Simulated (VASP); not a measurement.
Input of a VASP 6.6.1 run:

Contents of INCAR:

```
SYSTEM = Mg3CdSe2O2
ALGO = Normal ; EDIFF = 1E-6
EDIFFG = -0.01 ; ENCUT = 600
GGA = PE ; IBRION = 2
ISIF = 4 ; ISMEAR = 0
LASPH = .TRUE. ; LCHARG = .FALSE.
LREAL = .FALSE. ; LWAVE = .FALSE.
NELM = 80 ; NSW = 50
PREC = Accurate ; SIGMA = 0.02
```

The input KPOINTS:

```
k-points
0
G
  8 8 4
  0 0 0
```

Contents of POSCAR:

```
Mg3CdSe2O2
1.0
    3.7820249134      0.0000000000      0.0000000000
    0.0000000000      3.7820249134      0.0000000000
    0.0000000000      0.0000000000      9.4468818143
Mg Cd Se O
3 1 2 2
Direct
    0.0000000000      0.0000000000      0.0000000000
    0.5000000000      0.5000000000      0.8489166929
    0.5000000000      0.5000000000      0.1510833071
    0.0000000000      0.0000000000      0.5000000000
    0.5000000000      0.0000000000      0.6809556893
    0.0000000000      0.5000000000      0.3190443107
    0.5000000000      0.0000000000      0.0616748892
    0.0000000000      0.5000000000      0.9383251108
```

Potentials or basis: VASP PAW PBE potentials, release 64 (Mg, Cd, Se, O).

The run is started by

```console
$ cat potpaw_PBE.64/Mg/POTCAR potpaw_PBE.64/Cd/POTCAR potpaw_PBE.64/Se/POTCAR potpaw_PBE.64/O/POTCAR > POTCAR
$ mpirun -np 1 vasp_std > vasp.out
```

Task: Predict the band gap on the k mesh.

Result: 1.51 eV, indirect (least direct gap 1.59 eV).

Forces in eV/Å, atoms in the order of the input:
```
Mg   0.000  0.000  0.000
Mg   0.000  0.000  0.003
Mg   0.000  0.000 -0.003
Cd   0.000  0.000  0.000
Se   0.000  0.000  0.000
Se   0.000  0.000  0.000
O    0.000  0.000  0.000
O    0.000  0.000  0.000
```

 A k mesh can miss the band edges.
